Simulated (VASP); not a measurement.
Runs of VASP 6.6.1 on H. Symmetry: P6_3/mmc, No. 194, hexagonal system. Conventional cell: a = 5.170 Å, b = 5.170 Å, c = 3.850 Å, α = 90.00°, β = 90.00°, γ = 120.00°. Within 4.7 Å of H (site symmetry -6m2) lie 8 H at 3.55 to 3.85 Å. 

```csv
level,k mesh,cutoff (eV),smearing,gap on the mesh (eV),pressure (GPa),moment (μB)
PBE,3 × 3 × 4,520,gaussian 0.1 eV,6.61,0.1,2.00
PBE,3 × 3 × 4,500,tetrahedron,6.61,0.1,2.00
PBE,3 × 3 × 4,500,methfessel-paxton 0.272114 eV,6.62,0.1,2.00
revPBE,2 × 2 × 2,520,gaussian 0.1 eV,7.17,0.2,2.00
RPBE,3 × 3 × 4,520,methfessel-paxton 0.077 eV,(a),0.2,2.00
PBE,3 × 3 × 4,500,gaussian 0.1 eV,6.61,0.1,2.00
BLYP,3 × 3 × 4,520,gaussian 0.1 eV,5.50,0.2,2.00
PBE,3 × 3 × 4,500,fermi-dirac 0.025852 eV,6.61,0.1,2.00
```

Alike in all rows: task single point; potentials or basis VASP PAW PBE potentials, release 64 (H); spin collinear; cell as given.

**Question.** Estimate the missing entries.

**Answer.** (a) 6.66.

Caveats: all runs use coarse meshes; the atoms stand far beyond bonding distance; the PAW data sets were made with another functional, which shifts forces and pressure a little (at least some runs); so wide a smearing shifts energies and pressures (at least some runs).

A k mesh can miss the band edges.
